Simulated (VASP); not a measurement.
# PbF2 (Fm-3m) in VASP: settings compared

The runs below take PbF2 through single point, with PBE, LDA, PBEsol, r2SCAN.

Program: VASP 6.6.1. These are calculated values, not measurements. Logs are shortened: lines on timing, memory, paths and dates and some standing lists are left out, and cuts for length are marked.

### 1 The cell of the first run

The structure is cubic, space group Fm-3m (No. 225). Conventional cell: a = 5.921 Å, b = 5.921 Å, c = 5.921 Å, α = 90.00°, β = 90.00°, γ = 90.00°. Within 3.4 Å of Pb (site symmetry m-3m) lie 8 F at 2.56 Å. F (site symmetry -43m) has 4 Pb at 2.56 Å and 6 F at 2.96 Å within 3.4 Å.

### 2 Single point, PBE

INCAR reads:

```
  ALGO = Normal
  EDIFF = 1E-6
  ENCUT = 520
  GGA = PE
  ISIF = 2
  ISMEAR = 0
  LASPH = T
  LCHARG = F
  LREAL = F
  LWAVE = F
  NBANDS = 21
  NELM = 80
  PREC = Accurate
  SIGMA = 0.01
```

KPOINTS reads:

```
k-points
0
Gamma
  4 4 4
```

POSCAR reads:

```
PbF2
1.0
    0.0000000000      2.9604381116      2.9604381116
    2.9604381116      0.0000000000      2.9604381116
    2.9604381116      2.9604381116      0.0000000000
Pb F
1 2
Direct
    0.0000000000      0.0000000000      0.0000000000
    0.2500000000      0.2500000000      0.2500000000
    0.7500000000      0.7500000000      0.7500000000
```

Potentials or basis: VASP PAW PBE potentials, release 64 (Pb_d, F).

On the command line:

```sh
$ cat potpaw_PBE.64/Pb_d/POTCAR potpaw_PBE.64/F/POTCAR > POTCAR
$ mpirun -np 1 vasp_std > vasp.out
```

OUTCAR:

```text
EDIFF = 1E-6
   ENCUT = 520
   GGA = PE
   ISIF = 2
   ISMEAR = 0
   LASPH = T
   LREAL = F
   NELM = 80
   PREC = Accurate

 ion  position               nearest neighbor table
   1  0.000  0.000  0.000-   3 2.56   3 2.56   3 2.56   2 2.56   3 2.56   2 2.56   2 2.56   2 2.56

   2  0.250  0.250  0.250-   1 2.56   1 2.56   1 2.56   1 2.56
   3  0.750  0.750  0.750-   1 2.56   1 2.56   1 2.56   1 2.56

  LATTYP: Found a face centered cubic cell.
 ALAT       =     5.9208762232

  Lattice vectors:

 A1 = (   0.0000000000,   2.9604381116,   2.9604381116)
 A2 = (   2.9604381116,   0.0000000000,   2.9604381116)
 A3 = (   2.9604381116,   2.9604381116,   0.0000000000)

Analysis of symmetry for initial positions (statically):
=====================================================================
 Subroutine PRICEL returns:
 Original cell was already a primitive cell.

 Routine SETGRP: Setting up the symmetry group for a
 face centered cubic supercell.

 Subroutine GETGRP returns: Found 48 space group operations
 (whereof 48 operations were pure point group operations)
 out of a pool of 48 trial point group operations.

The static configuration has the point symmetry O_h .

Analysis of symmetry for dynamics (positions and initial velocities):
=====================================================================
 Subroutine PRICEL returns:
 Original cell was already a primitive cell.

 Routine SETGRP: Setting up the symmetry group for a
 face centered cubic supercell.

 Subroutine GETGRP returns: Found 48 space group operations
 (whereof 48 operations were pure point group operations)
 out of a pool of 48 trial point group operations.

The dynamic configuration has the point symmetry O_h .

 Subroutine INISYM returns: Found 48 space group operations
 (whereof 48 operations are pure point group operations),
 and found     1 'primitive' translations

----------------------------------------------------------------------------------------

                                     Primitive cell

  volume of cell :      51.8917

  direct lattice vectors                    reciprocal lattice vectors
     0.000000000  2.960438112  2.960438112    -0.168893921  0.168893921  0.168893921
     2.960438112  0.000000000  2.960438112     0.168893921 -0.168893921  0.168893921
     2.960438112  2.960438112  0.000000000     0.168893921  0.168893921 -0.168893921

  length of vectors
     4.186691728  4.186691728  4.186691728     0.292532852  0.292532852  0.292532852

  position of ions in fractional coordinates (direct lattice)
     0.000000000  0.000000000  0.000000000
     0.250000000  0.250000000  0.250000000
     0.750000000  0.750000000  0.750000000

  ion indices of the primitive-cell ions
   primitive index   ion index
                 1           1
                 2           2
                 3           3

----------------------------------------------------------------------------------------

 KPOINTS: k-points

Automatic generation of k-mesh.
 Grid dimensions read from file:
 generate k-points for:    4    4    4

 Generating k-lattice:

  Cartesian coordinates                     Fractional coordinates (reciprocal lattice)
    -0.042223480  0.042223480  0.042223480     0.250000000  0.000000000  0.000000000
     0.042223480 -0.042223480  0.042223480     0.000000000  0.250000000  0.000000000
     0.042223480  0.042223480 -0.042223480     0.000000000  0.000000000  0.250000000

  Length of vectors
     0.073133213  0.073133213  0.073133213

  Shift w.r.t. Gamma in fractional coordinates (k-lattice)
     0.000000000  0.000000000  0.000000000

 Subroutine IBZKPT returns following result:
 ===========================================

 Found      8 irreducible k-points:

 Following reciprocal coordinates:
            Coordinates               Weight
  0.000000  0.000000  0.000000      1.000000
  0.250000  0.000000  0.000000      8.000000
  0.500000  0.000000  0.000000      4.000000
  0.250000  0.250000  0.000000      6.000000
  0.500000  0.250000  0.000000     24.000000
 -0.250000  0.250000  0.000000     12.000000
  0.500000  0.500000  0.000000      3.000000
 -0.250000  0.500000  0.250000      6.000000
   k-points           NKPTS =      8   k-points in BZ     NKDIM =      8   number of bands    NBANDS=     21
   number of dos      NEDOS =    301   number of ions     NIONS =      3
   total plane-waves  NPLWV =  32768
   dimension x,y,z NGX =    32 NGY =   32 NGZ =   32
   dimension x,y,z NGXF=    64 NGYF=   64 NGZF=   64
   ions per type =               1   2
   NGX,Y,Z   is equivalent  to a cutoff of  12.71, 12.71, 12.71 a.u.
   NGXF,Y,Z  is equivalent  to a cutoff of  25.41, 25.41, 25.41 a.u.
 SYSTEM =  unknown system
   PREC   = accura    normal or accurate (medium, high low for compatibility)
   ISTART =      0    job   : 0-new  1-cont  2-samecut
   ICHARG =      2    charge: 1-file 2-atom 10-const
   ISPIN  =      1    spin polarized calculation?
   LNONCOLLINEAR =      F non collinear calculations
   LSORBIT =      F    spin-orbit coupling
   LASPH  =      T    aspherical Exc in radial PAW
   ENCUT  =  520.0 eV  38.22 Ry    6.18 a.u.   7.78  7.78  7.78*2*pi/ulx,y,z
   NELM   =     80;   NELMIN=  2; NELMDL= -5     # of ELM steps
   EDIFF  = 0.1E-05   stopping-criterion for ELM
   LREAL  =      F    real-space projection
   EDIFFG = 0.1E-04   stopping-criterion for IOM
   NSW    =      0    number of steps for IOM
   IBRION =     -1    ionic relax: 0-MD 1-quasi-New 2-CG
   NFREE  =      0    steps in history (QN), initial steepest desc. (CG)
   ISIF   =      2    stress and relaxation
   ISYM   =      2    0-nonsym 1-usesym 2-fastsym
   POTIM  = 0.5000    time-step for ionic-motion
   TEBEG  =    0.0;   TEEND  =   0.0 temperature during run
   PSTRESS=    0.0 pullay stress
   NELECT =      28.0000    total number of electrons
   NUPDOWN=      -1.0000    fix difference up-down
   EMIN   =  10.00;   EMAX   =-10.00  energy-range for DOS
   EFERMI =   0.00;   METHOD = LEGACY
   ISMEAR =     0;   SIGMA  =   0.01  broadening in eV -4-tet -1-fermi 0-gaus
   EFERMI_NEDOS =   21; number of points for ismear=-14 and -15
   IALGO  =     38    algorithm
   IMIX   =      4    mixing-type and parameters
     AMIX     =   0.40;   BMIX     =  1.00
     AMIX_MAG =   1.60;   BMIX_MAG =  1.00
  volume/ion in A,a.u.               =      17.30       116.73
  Fermi-wavevector in a.u.,A,eV,Ry     =   1.332789  2.518607 24.168403  1.776328
  Thomas-Fermi vector in A             =   2.461697
   LORBIT       =      0    0 simple, 1 ext, 2 COOP (PROOUT), +10 PAW based schemes
   GGA     = PE    functional components
   LHFCALC =     F    Hartree Fock is set to
   AEXX    =    0.0000 exact exchange contribution
   IVDW    =     0    specifies the selected vdW correction
   LEPSILON=     F    determine dielectric tensor
   LRPA    =     F    only Hartree local field effects (RPA)
 non-spin polarized calculation
 Gauss-broadening in eV      SIGMA  =   0.01
  energy-cutoff  :      520.00
  volume of cell :       51.89
 maximum number of plane-waves:      1411
   NGX = 15   NGY = 15   NGZ = 15

 number of electron      28.0000003 magnetization

 Free energy of the ion-electron system (eV)
  ---------------------------------------------------
  ext. energy  EPLUGINS =         0.00000000
  ---------------------------------------------------
  free energy    TOTEN  =       -14.33074083 eV

  energy without entropy =      -14.33074083  energy(sigma->0) =      -14.33074083

 E-fermi :   2.0105     XC(G=0):  -9.4226

 val. band max:        1.9302057109   @ k =  -0.2500   0.5000   0.2500
 cond. band min:       6.3453643612   @ k =   0.5000   0.5000   0.0000
 fundamental gap:      4.4151586503
 Fermi energy:         2.0105378004

 k-point     1 :       0.0000    0.0000    0.0000
  band No.  band energies     occupation
      1     -19.1950      2.00000
      2     -18.5683      2.00000
      3     -12.5115      2.00000
      4     -12.5115      2.00000
      5     -12.5115      2.00000
      6     -12.4534      2.00000
[... 13 lines left out ...]
     20      17.0859      0.00000
     21      19.4601      0.00000

 k-point     2 :       0.2500    0.0000    0.0000
  band No.  band energies     occupation
      1     -19.0844      2.00000
      2     -18.6675      2.00000
      3     -12.4954      2.00000
      4     -12.4954      2.00000
      5     -12.4475      2.00000
      6     -12.4475      2.00000
[... 13 lines left out ...]
     20      16.0931      0.00000
     21      17.6264      0.00000

 k-point     3 :       0.5000    0.0000    0.0000
  band No.  band energies     occupation
      1     -18.9048      2.00000
      2     -18.8312      2.00000
      3     -12.4950      2.00000
      4     -12.4950      2.00000
      5     -12.4255      2.00000
      6     -12.4255      2.00000
[... 13 lines left out ...]
     20      15.6832      0.00000
     21      16.1974      0.00000

 k-point     4 :       0.2500    0.2500    0.0000
  band No.  band energies     occupation
      1     -19.0563      2.00000
      2     -18.6891      2.00000
      3     -12.4706      2.00000
      4     -12.4677      2.00000
      5     -12.4677      2.00000
      6     -12.4412      2.00000
[... 13 lines left out ...]
     20      17.6406      0.00000
     21      17.6450      0.00000

 k-point     5 :       0.5000    0.2500    0.0000
  band No.  band energies     occupation
      1     -18.9163      2.00000
      2     -18.8098      2.00000
      3     -12.4777      2.00000
      4     -12.4605      2.00000
      5     -12.4257      2.00000
      6     -12.4080      2.00000
[... 13 lines left out ...]
     20      17.5883      0.00000
     21      18.4666      0.00000

 k-point     6 :      -0.2500    0.2500    0.0000
  band No.  band energies     occupation
      1     -18.9590      2.00000
      2     -18.7746      2.00000
      3     -12.4717      2.00000
      4     -12.4641      2.00000
      5     -12.4564      2.00000
      6     -12.3978      2.00000
[... 13 lines left out ...]
     20      17.3686      0.00000
     21      19.0251      0.00000

 k-point     7 :       0.5000    0.5000    0.0000
  band No.  band energies     occupation
      1     -18.9125      2.00000
      2     -18.8036      2.00000
      3     -12.4902      2.00000
      4     -12.4289      2.00000
      5     -12.4223      2.00000
      6     -12.4223      2.00000
[... 13 lines left out ...]
     20      18.6206      0.00000
     21      19.2431      0.00000

 k-point     8 :      -0.2500    0.5000    0.2500
  band No.  band energies     occupation
      1     -18.8583      2.00000
      2     -18.8583      2.00000
      3     -12.4744      2.00000
      4     -12.4436      2.00000
      5     -12.4222      2.00000
      6     -12.3523      2.00000
[... 13 lines left out ...]
     20      18.1226      0.00000
     21      18.1226      0.00000

------------------------ aborting loop because EDIFF is reached ----------------------------------------

  FORCE on cell =-STRESS in cart. coord.  units (eV):
  Direction    XX          YY          ZZ          XY          YZ          ZX
  --------------------------------------------------------------------------------------
  -------------------------------------------------------------------------------------
  Total        0.8878569      0.8878569      0.8878569     -0.0000000     -0.0000000     -0.0000000
  in kB       27.4129397     27.4129397     27.4129397     -0.0000000     -0.0000000     -0.0000000
  external PRESSURE =      27.4129397 kB  Pullay stress =       0.0000000 kB

 VOLUME and BASIS-vectors are now :
 -----------------------------------------------------------------------------
  energy-cutoff  :      520.00
  volume of cell :       51.89
      direct lattice vectors                 reciprocal lattice vectors
     0.000000000  2.960438112  2.960438112    -0.168893921  0.168893921  0.168893921
     2.960438112  0.000000000  2.960438112     0.168893921 -0.168893921  0.168893921
     2.960438112  2.960438112  0.000000000     0.168893921  0.168893921 -0.168893921

 POSITION                                       TOTAL-FORCE (eV/Angst)
 -----------------------------------------------------------------------------------
      0.00000      0.00000      0.00000         0.000000      0.000000     -0.000000
      1.48022      1.48022      1.48022         0.000000      0.000000      0.000000
      4.44066      4.44066      4.44066        -0.000000     -0.000000     -0.000000
 -----------------------------------------------------------------------------------
    total drift:                                0.000000     -0.000000      0.000000

  FREE ENERGIE OF THE ION-ELECTRON SYSTEM (eV)
  ---------------------------------------------------
  free  energy   TOTEN  =       -14.3307408288 eV

  energy  without entropy=      -14.3307408288  energy(sigma->0) =      -14.33074083
```

Wall time 5 s (1 thread of AMD EPYC 9R45 (Zen 5), shared host); peak memory 0.14 GiB.

Results:

```
Free energy            : -14.3307 eV
Pressure               : 2.7 GPa
Band gap on the k mesh : 4.42 eV, indirect (least direct gap 4.56 eV)
```

Caveat: the k points lie up to 0.46 Å⁻¹ apart; spin-orbit coupling is left out, which moves the levels of the heavy elements. A k mesh can miss the band edges.

(Part 1 of 2 ends here.)
